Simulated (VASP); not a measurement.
The system is PbSe.

```
CELL_PARAMETERS angstrom
0.00000 3.06969 3.06969
3.06969 0.00000 3.06969
3.06969 3.06969 0.00000
ATOMIC_POSITIONS crystal
Pb 0.00000 0.00000 0.00000
Se 0.50000 0.50000 0.50000
```

Base run:

| Item | Value |
| --- | --- |
| Program | VASP 6.6.1 |
| Functional | HSE06 |
| Potentials or basis | VASP PAW PBE potentials, release 64 (Pb_d, Se) |
| Cutoff | 400 eV |
| k mesh | 6 × 6 × 6 |
| Occupations | gaussian, width 0.01 eV |
| Spin | no spin polarisation |

Its results: band gap on the k mesh 0.73 eV; pressure 0.7 GPa.

Task: After a change of settings the same cell gave: band gap on the k mesh 0.61 eV; pressure 1.0 GPa. Which change was it?
A. functional from HSE06 to r2SCAN; cutoff from 400 eV to 550 eV
B. functional from HSE06 to PBE; cutoff from 400 eV to 500 eV; k mesh from 6 × 6 × 6 to 8 × 8 × 8
C. functional from HSE06 to PBE; cutoff from 400 eV to 500 eV

Result: A.

Caveats: the PAW data sets were made with another functional, which shifts forces and pressure a little; spin-orbit coupling is left out, which moves the levels of the heavy elements.
